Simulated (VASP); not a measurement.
# C (Fd-3m) in VASP: settings compared

Aim: see how the results for C move with the level of theory and the settings. Levels: BLYP+D3(BJ), PBEsol-based global hybrid, LDA, PBE. Tasks: single point.

Program: VASP 6.6.1. These are calculated values, not measurements. Logs are shortened: lines on timing, memory, paths and dates and some standing lists are left out, and cuts for length are marked.

## 1. The cell of the first run

The structure is cubic, space group Fd-3m (No. 227). Conventional cell: a = 3.567 Å, b = 3.567 Å, c = 3.567 Å, α = 90.00°, β = 90.00°, γ = 90.00°. Within 2.1 Å of C (site symmetry -43m) lie 4 C at 1.54 Å.

## 2. Single point, BLYP+D3(BJ), collinear spin, antiferromagnetic start

File INCAR:

```
  AGGAC = 1.0
  AGGAX = 1.0
  ALDAC = 0.0
  ALDAX = 1.0
  ALGO = Normal
  EDIFF = 1E-6
  ENCUT = 520
  GGA = B5
  ISIF = 2
  ISMEAR = 1
  ISPIN = 2
  IVDW = 12
  LASPH = True
  LCHARG = True
  LELF = True
  LORBIT = 11
  LREAL = False
  LVHAR = True
  LWAVE = False
  MAGMOM = 0.5 -0.5
  NBANDS = 15
  NELM = 150
  PREC = Accurate
  SIGMA = 0.15
  VDW_A1 = 0.4298
  VDW_A2 = 4.2359
  VDW_S6 = 1.0
  VDW_S8 = 2.6996
```

File KPOINTS:

```
k-points
0
Gamma
  13 13 13
```

File POSCAR:

```
C
1.0
    0.0000000000      1.7833700000      1.7833700000
    1.7833700000      0.0000000000      1.7833700000
    1.7833700000      1.7833700000      0.0000000000
C
2
Direct
    0.7500000000      0.7500000000      0.7500000000
    0.5000000000      0.5000000000      0.5000000000
```

Potentials or basis: VASP PAW PBE potentials, release 64 (C).

On the command line:

```
$ cat potpaw_PBE.64/C/POTCAR > POTCAR
$ mpirun -np 1 vasp_std > vasp.out
```

OUTCAR:

```text
EDIFF = 1E-6
   ENCUT = 520
   GGA = B5
   ISIF = 2
   ISMEAR = 1
   ISPIN = 2
   IVDW = 12
   LASPH = True
   LORBIT = 11
   LREAL = False
   NELM = 150
   PREC = Accurate
 IVDW          = 12

 ion  position               nearest neighbor table
   1  0.750  0.750  0.750-   2 1.54   2 1.54   2 1.54   2 1.54
   2  0.500  0.500  0.500-   1 1.54   1 1.54   1 1.54   1 1.54

  LATTYP: Found a face centered cubic cell.
 ALAT       =     3.5667400000

  Lattice vectors:

 A1 = (   0.0000000000,   1.7833700000,   1.7833700000)
 A2 = (   1.7833700000,   0.0000000000,   1.7833700000)
 A3 = (   1.7833700000,   1.7833700000,   0.0000000000)

Analysis of symmetry for initial positions (statically):
=====================================================================
 Subroutine PRICEL returns:
 Original cell was already a primitive cell.

 Routine SETGRP: Setting up the symmetry group for a
 face centered cubic supercell.

 Subroutine GETGRP returns: Found 48 space group operations
 (whereof 24 operations were pure point group operations)
 out of a pool of 48 trial point group operations.

The static configuration has the point symmetry T_d .
 The point group associated with its full space group is O_h .

Analysis of symmetry for dynamics (positions and initial velocities):
=====================================================================
 Subroutine PRICEL returns:
 Original cell was already a primitive cell.

 Routine SETGRP: Setting up the symmetry group for a
 face centered cubic supercell.

 Subroutine GETGRP returns: Found 48 space group operations
 (whereof 24 operations were pure point group operations)
 out of a pool of 48 trial point group operations.

The dynamic configuration has the point symmetry T_d .
 The point group associated with its full space group is O_h .

Analysis of structural, dynamic, and magnetic symmetry:
=====================================================================
 Subroutine PRICEL returns:
 Original cell was already a primitive cell.

 Routine SETGRP: Setting up the symmetry group for a
 face centered cubic supercell.

 Subroutine GETGRP returns: Found 48 space group operations
 (whereof 24 operations were pure point group operations)
 out of a pool of 48 trial point group operations.

The overall configuration has the point symmetry T_d .
 The point group associated with its full space group is O_h .

 Subroutine INISYM returns: Found 48 space group operations
 (whereof 24 operations are pure point group operations),
 and found     1 'primitive' translations

----------------------------------------------------------------------------------------

[... 146 lines left out ...]
 fundamental gap:      4.4702847898
 Fermi energy:        10.1360161620

 spin component 1

 k-point     1 :       0.0000    0.0000    0.0000
  band No.  band energies     occupation
      1     -11.1778      1.00000
      2      10.0138      0.99369
      3      10.0138      0.99369
      4      10.0138      0.99369
      5      15.7567      0.00000
      6      15.7567      0.00000
      7      15.7567      0.00000
      8      23.4525      0.00000
      9      29.8234      0.00000
     10      36.9382      0.00000
     11      36.9382      0.00000
     12      38.0784      0.00000
     13      38.0784      0.00000
     14      38.0784      0.00000
[... 403 lines left out ...]
      4       6.1973      1.00000
      5      17.3544      0.00000
      6      20.7130      0.00000
      7      21.0235      0.00000
      8      24.1333      0.00000
      9      30.8848      0.00000
     10      33.4359      0.00000
     11      37.3986      0.00000
     12      37.9963      0.00000
     13      45.1478      0.00000
     14      50.7380      0.00000
     15      53.6430      0.00000

 [... further k-points ...]

 spin component 2

 k-point     1 :       0.0000    0.0000    0.0000
  band No.  band energies     occupation
      1     -11.1778      1.00000
      2      10.0138      0.99369
      3      10.0138      0.99369
      4      10.0138      0.99369
      5      15.7567      0.00000
      6      15.7567      0.00000
      7      15.7567      0.00000
      8      23.4525      0.00000
      9      29.8234      0.00000
     10      36.9382      0.00000
     11      36.9382      0.00000
     12      38.0784      0.00000
     13      38.0784      0.00000
     14      38.0784      0.00000
[... 403 lines left out ...]
      4       6.1973      1.00000
      5      17.3544      0.00000
      6      20.7130      0.00000
      7      21.0235      0.00000
      8      24.1333      0.00000
      9      30.8848      0.00000
     10      33.4359      0.00000
     11      37.3986      0.00000
     12      37.9963      0.00000
     13      45.1478      0.00000
     14      50.7380      0.00000
     15      53.6430      0.00000

 [... further k-points ...]

------------------------ aborting loop because EDIFF is reached ----------------------------------------

 Edisp (eV)   -0.73787

 E8    (eV) :    -0.4398

  FORCE on cell =-STRESS in cart. coord.  units (eV):
  Direction    XX          YY          ZZ          XY          YZ          ZX
  --------------------------------------------------------------------------------------
  -------------------------------------------------------------------------------------
  Total       0.10687     0.10687     0.10687    -0.00000     0.00000     0.00000
  in kB      15.09440    15.09440    15.09440    -0.00000     0.00000     0.00000
  external pressure =       15.09 kB  Pullay stress =        0.00 kB

 VOLUME and BASIS-vectors are now :
 -----------------------------------------------------------------------------
  energy-cutoff  :      520.00
  volume of cell :       11.34
      direct lattice vectors                 reciprocal lattice vectors
     0.000000000  1.783370000  1.783370000    -0.280368067  0.280368067  0.280368067
     1.783370000  0.000000000  1.783370000     0.280368067 -0.280368067  0.280368067
     1.783370000  1.783370000  0.000000000     0.280368067  0.280368067 -0.280368067

 POSITION                                       TOTAL-FORCE (eV/Angst)
 -----------------------------------------------------------------------------------
      2.67505      2.67505      2.67505         0.000000      0.000000      0.000000
      1.78337      1.78337      1.78337        -0.000000     -0.000000     -0.000000
 -----------------------------------------------------------------------------------
    total drift:                                0.000000     -0.000000      0.000000

  FREE ENERGIE OF THE ION-ELECTRON SYSTEM (eV)
  ---------------------------------------------------
  free  energy   TOTEN  =       -17.4560064952 eV

  energy  without entropy=      -17.4560234961  energy(sigma->0) =      -17.45601216

 total charge

# of ion       s       p       d       tot
------------------------------------------
    1        0.828   1.766   0.000   2.594
    2        0.828   1.766   0.000   2.594
--------------------------------------------------
tot          1.656   3.531   0.000   5.187

 magnetization (x)

# of ion       s       p       d       tot
------------------------------------------
    1       -0.000   0.000   0.000   0.000
    2        0.000  -0.000   0.000  -0.000
--------------------------------------------------
tot          0.000   0.000   0.000   0.000
```

stdout:

```text
POSCAR found type information on POSCAR C
 POSCAR found :  1 types and       2 ions
 scaLAPACK will be used
 -----------------------------------------------------------------------------
|                                                                             |
|                                                                             |
|     You enforced a specific xc type in the INCAR file but a different       |
|     I HOPE YOU KNOW WHAT YOU ARE DOING!                                     |
|                                                                             |
 -----------------------------------------------------------------------------

 LDA part: xc-table for (Slater(with rela. corr.)+VWN5), standard interpolation
 POSCAR, INCAR and KPOINTS ok, starting setup
 FFT: planning ... GRIDC
 FFT: planning ... GRID_SOFT
 FFT: planning ... GRID
 WAVECAR not read
 entering main loop
```

It took 22 s on 1 thread of Intel Xeon Platinum 8559C (Emerald Rapids), shared host; peak memory 0.14 GiB.

Results:

```
Free energy                                           : -17.4560 eV
Pressure                                              : 1.5 GPa
Band gap on the k mesh                                : 4.47 eV, indirect (least direct gap 5.74 eV)
Net moment                                            : 0.00 μB per cell
Valence electrons inside the program's atomic spheres : C 2.59
Dispersion energy per atom                            : -0.369 eV
```

Caveat: the PAW data sets were made with another functional, which shifts forces and pressure a little.

## 3. Single point, PBEsol-based global hybrid

POSCAR is that of step 2.

File INCAR.step1:

```
  ALGO = Normal
  EDIFF = 1E-5
  ENCUT = 520
  GGA = PE
  ISIF = 2
  ISMEAR = 0
  LASPH = True
  LCHARG = False
  LREAL = False
  LWAVE = True
  NBANDS = 11
  NELM = 60
  PREC = Accurate
  SIGMA = 0.01
```

File INCAR.step2:

```
  AEXX = 0.25
  ALGO = Normal
  EDIFF = 1E-6
  ENCUT = 520
  GGA = PS
  ISIF = 2
  ISMEAR = 0
  ISTART = 1
  LASPH = True
  LCHARG = False
  LHFCALC = True
  LREAL = False
  LWAVE = False
  NBANDS = 11
  NELM = 60
  PREC = Accurate
  PRECFOCK = Normal
  SIGMA = 0.01
```

File KPOINTS:

```
k-points
0
Gamma
  7 7 7
```

Potentials or basis: VASP PAW PBE potentials, release 64 (C).

On the command line:

```
$ cat potpaw_PBE.64/C/POTCAR > POTCAR
$ cp INCAR.step1 INCAR
$ mpirun -np 1 vasp_std > vasp.out
$ cp INCAR.step2 INCAR
$ mpirun -np 1 vasp_std > vasp.out
```

It took 2.8 min on 1 thread of Intel Xeon Platinum 8559C (Emerald Rapids), shared host; peak memory 0.12 GiB.

It converged, with:

| Item | Value |
| --- | --- |
| Free energy | -22.8862 eV |
| Pressure | -11.7 GPa |
| Band gap on the k mesh | 6.08 eV, indirect (least direct gap 7.69 eV) |

Levels at points of the mesh, in eV from the valence-band top:
| k point | band 1 | band 2 | band 3 | band 4 | band 5 | band 6 | band 7 | band 8 | band 9 |
| --- | --- | --- | --- | --- | --- | --- | --- | --- | --- |
| (0.00, 0.00, 0.00) | -23.60 | 0.00 | 0.00 | 0.00 | 7.69 | 7.69 | 7.69 | 16.08 | 21.42 |

Caveat: the k points lie up to 0.44 Å⁻¹ apart; the PAW data sets were made with another functional, which shifts forces and pressure a little.

## 4. Single point, LDA

File INCAR:

```
PREC = Accurate
ENCUT = 520
EDIFF = 1E-6
ISMEAR = 0
SIGMA = 0.1
LREAL = F
LASPH = T
NELM = 60
ALGO = Normal
ISIF = 2
LWAVE = F
LCHARG = F
NBANDS = 11
```

File KPOINTS:

```
Automatic mesh
0
Gamma
  13 13 13
```

File POSCAR:

```
C
1.0
    0.0000000000      1.7833700000      1.7833700000
    1.7833700000      0.0000000000      1.7833700000
    1.7833700000      1.7833700000      0.0000000000
C
2
Direct
    0.2500000000      0.2500000000      0.2500000000
    0.0000000000      0.0000000000      0.0000000000
```

Potentials or basis: VASP PAW LDA potentials, release 64 (C).

On the command line:

```
$ cat potpaw_LDA.64/C/POTCAR > POTCAR
$ mpirun -np 1 vasp_std > vasp.out
```

It took 18 s on 1 thread of AMD EPYC 7R13, shared host; peak memory 0.08 GiB.

Results (log left out):

```
Free energy            : -20.2353 eV
Pressure               : -11.6 GPa
Band gap on the k mesh : 4.11 eV, indirect (least direct gap 5.54 eV)
```

Levels at points of the mesh, in eV from the valence-band top:
```
           k point  band 1  band 2  band 3  band 4  band 5  band 6  band 7  band 8
(0.00, 0.00, 0.00)  -21.32    0.00    0.00    0.00    5.54    5.54    5.54   13.56
```

## 5. Single point, PBE

File INCAR:

```
PREC     = Accurate       # precision mode
ENCUT    = 520            # plane-wave cutoff, eV
EDIFF    = 1E-6           # SCF threshold, eV
ISMEAR   = -1             # smearing method
SIGMA    = 0.02           # smearing width, eV
LREAL    = F              # projectors in reciprocal space
LASPH    = T              # aspherical terms in the spheres
NELM     = 80             # most SCF steps
ALGO     = Normal         # electronic algorithm
ISIF     = 2              # what is computed and relaxed
LWAVE    = F              # write WAVECAR
LCHARG   = F              # write CHGCAR
GGA      = PE             # functional
NBANDS   = 11             # bands
```

File KPOINTS:

```
Automatic mesh
0
Gamma
  8 8 8
```

File POSCAR:

```
C
1.0
    0.0000000000      1.7833700000      1.7833700000
    1.7833700000      0.0000000000      1.7833700000
    1.7833700000      1.7833700000      0.0000000000
C
2
Direct
    0.7500000000      0.7500000000      0.7500000000
    0.5000000000      0.5000000000      0.5000000000
```

Potentials or basis: VASP PAW PBE potentials, release 64 (C).

On the command line:

```
$ cat potpaw_PBE.64/C/POTCAR > POTCAR
$ mpirun -np 1 vasp_std > vasp.out
```

Wall time 3.9 s (1 thread of AMD EPYC 7R13 (Zen 3), shared host); peak memory 0.08 GiB.

It converged, with:

```
Free energy            : -18.1844 eV
Pressure               : 2.5 GPa
Band gap on the k mesh : 4.13 eV, indirect (least direct gap 5.59 eV)
```

Levels at points of the mesh, in eV from the valence-band top:
| k point | band 1 | band 2 | band 3 | band 4 | band 5 | band 6 | band 7 | band 8 |
| --- | --- | --- | --- | --- | --- | --- | --- | --- |
| (0.00, 0.00, 0.00) | -21.48 | 0.00 | 0.00 | 0.00 | 5.59 | 5.59 | 5.59 | 13.33 |
| (0.50, 0.00, 0.00) | -15.70 | -13.37 | -2.80 | -2.80 | 8.46 | 8.46 | 8.85 | 15.70 |
| (0.50, 0.50, 0.00) | -12.76 | -12.76 | -6.30 | -6.30 | 4.76 | 4.76 | 16.81 | 16.81 |

## 6. The runs side by side

```csv
level,potentials or basis,spin,k mesh,smearing,grid for exact exchange (PRECFOCK),share of exact exchange,gap on the mesh (eV),pressure (GPa)
BLYP+D3(BJ),"VASP PAW PBE potentials, release 64 (C)","collinear, antiferromagnetic start",13 × 13 × 13,methfessel-paxton 0.15 eV,-,-,4.47,1.5
PBEsol-based global hybrid,"VASP PAW PBE potentials, release 64 (C)",off,7 × 7 × 7,gaussian 0.01 eV,Normal,0.25,6.08,-11.7
LDA,"VASP PAW LDA potentials, release 64 (C)",off,13 × 13 × 13,gaussian 0.1 eV,-,-,4.11,-11.6
PBE,"VASP PAW PBE potentials, release 64 (C)",off,8 × 8 × 8,fermi-dirac 0.02 eV,-,-,4.13,2.5
```

Alike in all rows: task single point; cell as given; cutoff (eV) 520.

Caveats: some runs use coarse meshes; the PAW data sets were made with another functional, which shifts forces and pressure a little (some runs).

Total energies depend on the potentials used, so only differences within one code and one set of settings carry meaning.
